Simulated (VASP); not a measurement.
Runs of VASP 6.6.1 on Hf. The structure is that of space group P6_3/mmc (No. 194), or close to it. The cells are those of the table. 

| task | cell | k mesh | cutoff (eV) | smearing | gap on the mesh (eV) | pressure (GPa) | relaxed volume (Å³/atom) |
| --- | --- | --- | --- | --- | --- | --- | --- |
| relaxation of cell and atoms | relaxed from a = 3.121, b = 3.121, c = 4.939 Å, angles 90.0, 90.0, 120.0°, 2 atoms | 15 × 15 × 8 | 600 | fermi-dirac 0.15 eV | none | 0.0 | 20.87 |
| relaxation of cell and atoms | relaxed from a = 3.197, b = 3.197, c = 5.058 Å, angles 90.0, 90.0, 120.0°, 2 atoms | 15 × 15 × 8 | 600 | gaussian 0.1 eV | none | 0.0 | 20.85 |
| single point | a = 3.197, b = 3.197, c = 5.058 Å, angles 90.0, 90.0, 120.0°, 2 atoms | 6 × 6 × 4 | 520 | gaussian 0.1 eV | none | (a) | - |
| single point | a = 3.116, b = 3.116, c = 4.959 Å, angles 90.0, 90.0, 120.0°, 2 atoms | 15 × 15 × 8 | 520 | fermi-dirac 0.15 eV | none | 0.1 | - |
| single point | a = 3.121, b = 3.121, c = 4.939 Å, angles 90.0, 90.0, 120.0°, 2 atoms | 15 × 15 × 8 | 520 | gaussian 0.1 eV | none | 0.1 | - |

Alike in all rows: level LDA; potentials or basis VASP PAW LDA potentials, release 64 (Hf_pv); no spin polarisation.

Question: Fill in the values left out.

Answer: (a) -7.6.

Caveats: some runs use coarse meshes; spin-orbit coupling is left out, which moves the levels of the heavy elements.

A k mesh can miss the band edges, and the runs leave out spin-orbit coupling on Hf.

A gap of «none» marks levels without a gap at the run's occupations.
